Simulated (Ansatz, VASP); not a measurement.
CaO in VASP and in Ansatz

File POSCAR:

```
CaO
1.0
    0.0000000000      2.4289789091      2.4289789091
    2.4289789091      0.0000000000      2.4289789091
    2.4289789091      2.4289789091      0.0000000000
Ca O
1 1
Direct
    0.5000000000      0.5000000000      0.5000000000
    0.0000000000      0.0000000000      0.0000000000
```

Contents of INCAR.step1:

```
SYSTEM = CaO
PREC     = Accurate       ! precision mode
ENCUT    = 520            ! plane-wave cutoff, eV
ISMEAR   = 0              ! smearing method
SIGMA    = 0.05           ! smearing width, eV
LREAL    = .FALSE.        ! projectors in reciprocal space
LASPH    = .TRUE.         ! aspherical terms in the spheres
NELM     = 60             ! most SCF steps
NBANDS   = 15             ! bands
GGA      = PE             ! functional
ALGO     = Normal         ! electronic algorithm
EDIFF    = 1E-4           ! SCF threshold, eV
LWAVE    = .TRUE.         ! write WAVECAR
LCHARG   = .FALSE.        ! write CHGCAR
```

The input INCAR.step2:

```
SYSTEM = CaO
PREC     = Accurate       ! precision mode
ENCUT    = 520            ! plane-wave cutoff, eV
EDIFF    = 1E-7           ! SCF threshold, eV
ISMEAR   = 0              ! smearing method
SIGMA    = 0.05           ! smearing width, eV
LREAL    = .FALSE.        ! projectors in reciprocal space
LASPH    = .TRUE.         ! aspherical terms in the spheres
NELM     = 60             ! most SCF steps
ALGO     = Normal         ! electronic algorithm
ISIF     = 2              ! what is computed and relaxed
LWAVE    = .FALSE.        ! write WAVECAR
LCHARG   = .TRUE.         ! write CHGCAR
METAGGA  = R2SCAN         ! meta-GGA
LMIXTAU  = .TRUE.       
LELF     = .TRUE.         ! ELF
LVHAR    = .TRUE.       
NBANDS   = 15             ! bands
ISTART   = 1
```

Contents of KPOINTS:

```
regular mesh
0
G
  8 8 8
  0 0 0
```

Input for Ansatz:

```yaml
crystal:
  lattice:
    - [0.0, 2.4289789091, 2.4289789091]
    - [2.4289789091, 0.0, 2.4289789091]
    - [2.4289789091, 2.4289789091, 0.0]
  atoms:
    - { symbol: Ca, position: [0.5, 0.5, 0.5] }
    - { symbol: O, position: [0.0, 0.0, 0.0] }
basis:
  ecutwfc: 500
  ecutrho_ratio: 4
kpoints:
  mp_grid: { grid: [8, 8, 8] }
hamiltonian:
  xc: r2scan
scf:
  occupations: { method: gaussian, width: 0.05 }
output:
  forces: true
  stress: true
  eigenvalues: true
```

Alike in both runs: task single point; functional r2SCAN; k mesh 8 × 8 × 8; occupations gaussian, width 0.05 eV; no spin polarisation.

```csv
,VASP,Ansatz
version,VASP 6.6.1,Ansatz 0.2.0
potentials or method,"VASP PAW PBE potentials, release 64 (Ca_sv, O), cutoff 520 eV","scalar-relativistic, plane waves, PAW"
valence electrons in the cell,16,16
```

Ansatz gave:

| Quantity | Value |
| --- | --- |
| gap on the k mesh at the Fermi level (eV) | 4.20 |
| least direct gap on the mesh (eV) | 4.59 |
| pressure (GPa) | -4.2 |

Estimate VASP's values.

gap on the k mesh at the Fermi level (eV): 4.19; least direct gap on the mesh (eV): 4.57; pressure (GPa): -3.3.

VASP's potentials were made for PBE, not for r2SCAN. With one functional, cell and mesh, what is left measures potentials, basis and numerics.
